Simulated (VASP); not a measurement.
Here is a VASP 6.6.1 calculation.

The input INCAR:

```
  ALGO = Normal
  EDIFF = 1E-7
  ENCUT = 520
  GGA = PS
  ISIF = 2
  ISMEAR = -1
  ISYM = 0
  LASPH = T
  LCHARG = F
  LREAL = Auto
  LWAVE = F
  NBANDS = 226
  NELM = 60
  PREC = Accurate
  SIGMA = 0.05
```

Contents of KPOINTS:

```
Automatic mesh
0
Gamma
  1 1 1
  0.25 0.25 0.25
```

POSCAR

```
Mg5Zn3O8
1.0
    8.4683565444      0.0000000000      0.0000000000
    0.0000000000      8.4683565444      0.0000000000
    0.0000000000      0.0000000000      8.4683565444
O Mg Zn
32 20 12
Direct
    0.2502670000      0.9997530000      0.0003190000
    0.2502790000      0.9974140000      0.4993780000
    0.2529240000      0.4999900000      0.0025550000
    0.2502820000      0.5022690000      0.4970930000
    0.7500850000      0.9993050000      0.0000770000
    0.7502190000      0.9992130000      0.4995320000
    0.7482740000      0.4992480000      0.9984040000
    0.7501770000      0.4993640000      0.5021760000
    0.0024360000      0.2478250000      0.9974190000
    0.9984770000      0.2520070000      0.5021010000
    0.0024690000      0.7512700000      0.9974220000
    0.0002800000      0.7467120000      0.5025160000
    0.4978600000      0.2498120000      0.0020410000
    0.5025360000      0.2520860000      0.4981570000
    0.4974540000      0.7489800000      0.9971540000
    0.5001060000      0.7465070000      0.5021700000
    0.9999270000      0.9996250000      0.2476600000
    0.0001560000      0.9998470000      0.7529310000
    0.0018550000      0.4992380000      0.2515310000
    0.9978320000      0.4993530000      0.7474320000
    0.5003440000      0.0018980000      0.2472930000
    0.5006750000      0.9974540000      0.7525710000
    0.4976560000      0.4966030000      0.2496970000
    0.5029750000      0.5019140000      0.7503880000
    0.2524320000      0.2493500000      0.2476500000
    0.2481570000      0.2477110000      0.7514980000
    0.2500060000      0.7500330000      0.2500700000
    0.2500560000      0.7527630000      0.7495670000
    0.7481640000      0.2465810000      0.2522420000
    0.7529900000      0.2490030000      0.7470870000
    0.7502050000      0.7515650000      0.2518860000
    0.7504330000      0.7498170000      0.7466690000
    0.9999310000      0.9995980000      0.0004030000
    0.0003760000      0.4991670000      0.4991680000
    0.5003530000      0.9995250000      0.0000840000
    0.5009330000      0.4995040000      0.0002030000
    0.4999150000      0.4991090000      0.5000170000
    0.2501020000      0.2502640000      0.9995670000
    0.2498940000      0.7493710000      0.0000680000
    0.2501320000      0.7499000000      0.4995140000
    0.7504840000      0.2491730000      0.4995170000
    0.7502340000      0.7492140000      0.4989070000
    0.2498440000      0.9999480000      0.2506320000
    0.2506650000      0.0004860000      0.7491460000
    0.2495520000      0.4994060000      0.2496620000
    0.7505100000      0.9989190000      0.2497830000
    0.7500770000      0.9998560000      0.7497930000
    0.7504640000      0.4991000000      0.7505770000
    0.0007170000      0.2500270000      0.7497670000
    0.0001520000      0.7493030000      0.7500360000
    0.5005110000      0.2493550000      0.2501050000
    0.5003230000      0.7495580000      0.7497340000
    0.9999440000      0.9992550000      0.5007860000
    0.0003440000      0.4994720000      0.9997070000
    0.5006110000      0.9992260000      0.4996970000
    0.2503460000      0.2501110000      0.4994580000
    0.7502350000      0.2490990000      0.9999050000
    0.7500230000      0.7495950000      0.9991010000
    0.2504240000      0.5005100000      0.7497890000
    0.7497510000      0.4990430000      0.2505080000
    0.0002450000      0.2492130000      0.2497270000
    0.0002770000      0.7494690000      0.2499190000
    0.5006870000      0.2497300000      0.7501750000
    0.4996560000      0.7492230000      0.2496480000
```

Potentials or basis: VASP PAW PBE potentials, release 64 (O, Mg, Zn).

Command:

```bash
$ cat potpaw_PBE.64/O/POTCAR potpaw_PBE.64/Mg/POTCAR potpaw_PBE.64/Zn/POTCAR > POTCAR
$ mpirun -np 1 vasp_std > vasp.out
```

Problem. Predict the largest force.

Solution. 0.085 eV/Å.

Problem. Estimate the band gap on the k mesh.

Solution. 3.76 eV.

Problem. What does it give for the pressure?

Solution. 0.1 GPa.

Stress tensor (GPa, compression positive):
```
 0.04 -0.07  0.07
-0.07  0.07  0.10
 0.07  0.10  0.07
```

Caveat: the PAW data sets were made with another functional, which shifts forces and pressure a little; a shifted mesh leaves out Γ, where band edges can lie. A k mesh can miss the band edges.
